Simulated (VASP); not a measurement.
**CdS: single point with r2SCAN**

Crystal: CdS.

```
Cd S
1.0
     4.06810    0.00000    0.00000
    -2.03405    3.52308    0.00000
     0.00000    0.00000    6.97213
Cd S
2 2
Direct
  0.33333 0.66667 0.00000
  0.66667 0.33333 0.50000
  0.33333 0.66667 0.38500
  0.66667 0.33333 0.88500
```

This cell differs from its parent crystal: ratio of the length along z to the lengths across it x 1.05, volume and fractional coordinates fixed.

| Quantity | Value |
| --- | --- |
| Program | VASP 6.6.1 |
| Task | single point |
| Functional | r2SCAN |
| Potentials or basis | VASP PAW PBE potentials, release 64 (Cd, S) |
| Cutoff | 520 eV |
| k mesh | 12 × 12 × 6 |
| Occupations | gaussian, width 0.05 eV |
| Spin | no spin polarisation |

```json
{"Pressure": "2.1 GPa", "Largest force": "0.543 eV/Å", "Band gap on the k mesh": "1.61 eV"}
```

Forces in eV/Å, atoms in the order of the input:
```
Cd   0.000  0.000  0.543
Cd   0.000  0.000  0.543
S    0.000  0.000 -0.543
S    0.000  0.000 -0.543
```

Stress tensor (GPa, compression positive):
```
 4.43  0.00  0.00
 0.00  4.43  0.00
 0.00  0.00 -2.53
```

Levels at points of the mesh, in eV from the valence-band top:
| k point | band 15 | band 16 | band 17 | band 18 | band 19 | band 20 | band 21 | band 22 |
| --- | --- | --- | --- | --- | --- | --- | --- | --- |
| (0.00, 0.00, 0.00) | -0.60 | -0.22 | 0.00 | 0.00 | 1.61 | 3.38 | 6.80 | 7.15 |
| (0.50, 0.00, 0.00) | -2.61 | -1.84 | -1.29 | -0.94 | 4.05 | 4.36 | 5.21 | 6.53 |
| (0.00, 0.00, 0.50) | -0.31 | -0.31 | -0.31 | -0.31 | 3.29 | 3.29 | 6.36 | 6.36 |
| (0.50, 0.00, 0.50) | -1.46 | -1.46 | -1.41 | -1.41 | 3.78 | 3.78 | 5.63 | 5.63 |

Wall time 5.4 min on 1 thread of Intel(R) Xeon(R) 6975P-C (Granite Rapids), on a shared host, peak memory 0.32 GiB.

Caveat: the stress differs along the axes, from -3 to 4 GPa; the PAW data sets were made with another functional, which shifts forces and pressure a little. A k mesh can miss the band edges.
